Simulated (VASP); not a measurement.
Wanted: the native input for a VASP 6.6.1 run.

- Task: single point
- Functional: LDA
- Potentials or basis: VASP PAW LDA potentials, release 64 (C)
- Cutoff: 520 eV
- k mesh: 16 × 16 × 16
- Occupations: fermi-dirac, width 0.1 eV
- Spin: no spin polarisation
- Dipole correction: no
- Further INCAR settings: ALGO = Normal; EDIFF = 1e-07; NBANDS = 8

The structure of C lies in POSCAR:

```
C
1.0
    1.7443222539      0.0000000000      0.0000000000
    0.0000000000      1.7443222539      0.0000000000
    0.0000000000      0.0000000000      1.7443222539
C
1
Direct
    0.0000000000      0.0000000000      0.0000000000
```

These files were run (other wordings do the same):

INCAR

```
SYSTEM = C
PREC = Accurate
ENCUT = 520
EDIFF = 1E-7
ISMEAR = -1
SIGMA = 0.1
LREAL = .FALSE.
LASPH = .TRUE.
NELM = 80
ALGO = Normal
ISIF = 2
LWAVE = .FALSE.
LCHARG = .TRUE.
GGA = CA
LELF = .TRUE.
LVHAR = .TRUE.
NBANDS = 8
```

KPOINTS

```
Automatic mesh
0
G
  16 16 16
  0 0 0
```

Potentials or basis: VASP PAW LDA potentials, release 64 (C).

The run is started by

```console
$ cat potpaw_LDA.64/C/POTCAR > POTCAR
$ mpirun -np 1 vasp_std > vasp.out
```

Results of the run:

```yaml
Pressure: 1.0 GPa
Band_gap_on_the_k_mesh: zero (band 2 reaches 21.30 eV, above the bottom of band 3 at 9.46 eV)
```

It took 5.3 s on 1 thread of Intel Xeon 8259CL (shared host), peak memory 0.1 GiB.
